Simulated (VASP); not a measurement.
Wanted: the native input for a VASP 6.6.1 run.

```yaml
Task: single point
Functional: PBE
Potentials_or_basis: VASP PAW PBE potentials, release 64 (Al, Ni)
Cutoff: 520 eV
k_mesh: 16 × 16 × 16
Occupations: gaussian, width 0.15 eV
Spin: no spin polarisation
Dipole_correction: no
Further_INCAR_settings: ALGO = Normal; EDIFF = 1e-06; NBANDS = 14
```

The structure of AlNi lies in POSCAR:

```
AlNi
1.0
    2.9410322676      0.0000000000      0.0000000000
    0.0000000000      2.9410322676      0.0000000000
    0.0000000000      0.0000000000      2.9410322676
Al Ni
1 1
Direct
    0.0000000000      0.0000000000     -0.0069138990
    0.5000000000      0.5000000000      0.5031783409
```

The input as run:

INCAR

```
SYSTEM = AlNi
PREC = Accurate ; ENCUT = 520
EDIFF = 1E-6 ; ISMEAR = 0
SIGMA = 0.15 ; LREAL = .False.
LASPH = .True. ; NELM = 60
ALGO = Normal ; ISIF = 2
LWAVE = .False. ; LCHARG = .False.
GGA = PE ; NBANDS = 14
```

KPOINTS

```
regular mesh
0
Gamma
  16 16 16
  0 0 0
```

Potentials or basis: VASP PAW PBE potentials, release 64 (Al, Ni).

The run is started by

```bash
$ cat potpaw_PBE.64/Al/POTCAR potpaw_PBE.64/Ni/POTCAR > POTCAR
$ mpirun -np 1 vasp_std > vasp.out
```

It gave:

| Quantity | Value |
| --- | --- |
| Pressure | -6.9 GPa |
| Largest force | 0.137 eV/Å |

Run time: 4 min on 1 thread of AMD EPYC 7R13 (shared host), peak memory 0.23 GiB.
